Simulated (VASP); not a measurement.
A run of VASP 6.6.1 is set up as follows.

INCAR

```
SYSTEM = HC32
  PREC = Accurate
  ENCUT = 520
  EDIFF = 1E-6
  ISMEAR = 0
  SIGMA = 0.1
  LREAL = Auto
  LASPH = .TRUE.
  NELM = 100
  ALGO = Normal
  ISIF = 2
  LWAVE = .FALSE.
  LCHARG = .FALSE.
  GGA = PE
  IVDW = 12
  NBANDS = 86
```

File KPOINTS:

```
Automatic mesh
0
G
  4 4 4
  0 0 0
```

File POSCAR:

```
HC32
1.0
    0.0000000000      0.0000000000      7.1348525476
   -4.9294762873      4.2690516923      3.5674262738
   -4.9294762874     -4.2690516922      3.5674262738
C H
32 1
Direct
    0.3732459699      0.5477682647      0.7099749054
    0.8724107065      0.5460613105      0.7101701138
    0.2491978418      0.9223453879      0.5850743751
    0.7458313373      0.9243245132      0.5838480921
    0.1256761211      0.2971380595      0.4597682004
    0.6250749198      0.2989489159      0.4579604931
   -0.0060962702      0.6721443885      0.3360144880
    0.4966428864      0.6738469591      0.3350030647
    0.3716659800      0.0467354530      0.2108421357
    0.8740965317      0.0469310950      0.2091411357
    0.2451453243      0.4208947111      0.0847648547
    0.7486447398      0.4219003455      0.0830617179
    0.1188662929      0.7968804001      0.9600284899
    0.5754649067      0.7976088009      0.9592767857
    0.9997419088      0.1718321659      0.8345635525
    0.4970779167      0.1730594189      0.8325839877
    0.5004079526      0.3401173249      0.6668007967
    0.0016202791      0.3380890645      0.6679821930
    0.3746569441      0.7146423712      0.5437026911
    0.8696003019      0.7140532329      0.5425152854
    0.2507456896      0.0889247050      0.4188149128
    0.7504301818      0.0901075504      0.4167915100
    0.1215340150      0.4632504416      0.2936593599
    0.6216874451      0.4646886668      0.2922200659
    0.4883478463      0.8403153243      0.1726621475
   -0.0065512820      0.8391406462      0.1685669363
    0.3692254142      0.2143947407      0.0428551554
    0.8761374126      0.2132019312      0.0422669081
    0.2442459204      0.5883437411      0.9177677105
    0.7445179119      0.5842367502      0.9165895061
    0.1214267648      0.9635872077      0.7933209187
    0.6159260562      0.9683812281      0.7885257279
    0.4172040775     -0.2031299585     -0.0401514115
```

Potentials or basis: VASP PAW PBE potentials, release 64 (C, H).

Run with:

```console
$ cat potpaw_PBE.64/C/POTCAR potpaw_PBE.64/H/POTCAR > POTCAR
$ mpirun -np 1 vasp_std > vasp.out
```

**Question.** What does it give for the pressure?

**Answer.** 1.6 GPa.

**Question.** What does it give for the dispersion energy per atom?

**Answer.** -0.144 eV.

**Question.** Estimate the largest force.

**Answer.** 0.025 eV/Å.

Stress tensor (GPa, compression positive):
```
 2.55  0.02  0.00
 0.02  2.36 -0.01
 0.00 -0.01 -0.19
```

Caveat: the cell differs from its parent crystal (with an interstitial atom, then relaxed in part).
